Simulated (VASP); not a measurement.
Input of a VASP 6.6.1 run:

The input INCAR:

```
PREC = Accurate ; ENCUT = 520
EDIFF = 1E-6 ; ISMEAR = -1
SIGMA = 0.05 ; LREAL = F
LASPH = T ; NELM = 100
ALGO = Normal ; ISIF = 2
LWAVE = F ; LCHARG = F
NBANDS = 12
```

KPOINTS

```
regular mesh
0
Gamma
  16 16 16
```

Contents of POSCAR:

```
In
1.0
    2.3568907444      0.0000000000      0.0000000000
    0.0000000000      2.3568907444      0.0000000000
    0.0000000000      0.0000000000      2.3568907444
In
1
Direct
    0.0000000000      0.0000000000      0.0000000000
```

Potentials or basis: VASP PAW LDA potentials, release 64 (In_d).

The run is started by

```sh
$ cat potpaw_LDA.64/In_d/POTCAR > POTCAR
$ mpirun -np 1 vasp_std > vasp.out
```

Question: Estimate the pressure.

Answer: 192.5 GPa.

Question: Predict the band gap on the k mesh.

Answer: Zero (an odd number of electrons rules out a gap without spin polarisation).

Caveat: the cell stands under pressure; spin-orbit coupling is left out, which moves the levels of the heavy elements.
